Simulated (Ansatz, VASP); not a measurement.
# HfB in VASP and in Ansatz

Contents of INCAR:

```
SYSTEM = HfB
ALGO = Normal
EDIFF = 1E-7
ENCUT = 520
GGA = PS
ISIF = 2
ISMEAR = 0
LASPH = .TRUE.
LCHARG = .TRUE.
LELF = .TRUE.
LREAL = .FALSE.
LVHAR = .TRUE.
LWAVE = .FALSE.
NBANDS = 14
NELM = 80
PREC = Accurate
SIGMA = 0.15
```

File KPOINTS:

```
k-points
0
G
  16 16 16
  0 0 0
```

POSCAR

```
HfB
1.0
    0.0000000000      2.3936993068      2.3936993068
    2.2261403553      0.0000000000      2.3936993068
    2.2261403553      2.3936993068      0.0000000000
Hf B
1 1
Direct
    0.4995230658      0.5004769342      0.5004769342
    0.0078748404     -0.0078748404     -0.0078748404
```

Input for Ansatz:

```yaml
crystal:
  lattice:
    - [0.0, 2.3936993068, 2.3936993068]
    - [2.2261403553, 0.0, 2.3936993068]
    - [2.2261403553, 2.3936993068, 0.0]
  atoms:
    - { symbol: Hf, position: [0.4995230658, 0.5004769342, 0.5004769342] }
    - { symbol: B, position: [0.0078748404, -0.0078748404, -0.0078748404] }
basis:
  ecutwfc: 520.0
kpoints:
  mp_grid: { grid: [16, 16, 16] }
hamiltonian:
  xc: pbesol
  pseudopotentials: { kind: paw }
scf:
  occupations: { method: gaussian, width: 0.15 }
output:
  forces: true
  stress: true
  eigenvalues: true
```

Change from the starting cell: mode 4 frozen in at -0.038 Å, normal strain along x -0.0700.

Alike in both runs: task single point; functional PBEsol; k mesh 16 × 16 × 16; occupations gaussian, width 0.15 eV; no spin polarisation.

|  | VASP | Ansatz |
| --- | --- | --- |
| version | VASP 6.6.1 | Ansatz 0.2.0 |
| potentials or method | VASP PAW PBE potentials, release 64 (Hf_pv, B), cutoff 520 eV | scalar-relativistic, plane waves, PAW |
| valence electrons in the cell | 13 | 29 |

```csv
,VASP,Ansatz,Ansatz less VASP
gap on the k mesh at the Fermi level (eV),none,none,-
pressure (GPa),17.7,16.8,-0.87
"traceless stress, the component that is largest in VASP (GPa)",23.85,23.43,-0.415
rms of the force components (eV/Å),0.360,0.356,-0.0038
```

VASP's potentials were made for PBE, not for PBEsol. Atom by atom the forces differ by 0.004 eV/Å (rms over components). A gap of «none» marks a metal or a gap that the smearing closes. With one functional, cell and mesh, what is left measures potentials, basis and numerics. VASP's potentials hold 13 valence electrons a cell and Ansatz's 29, so a difference there can come from the potentials and not from the codes.

Neither program's run includes spin-orbit coupling.
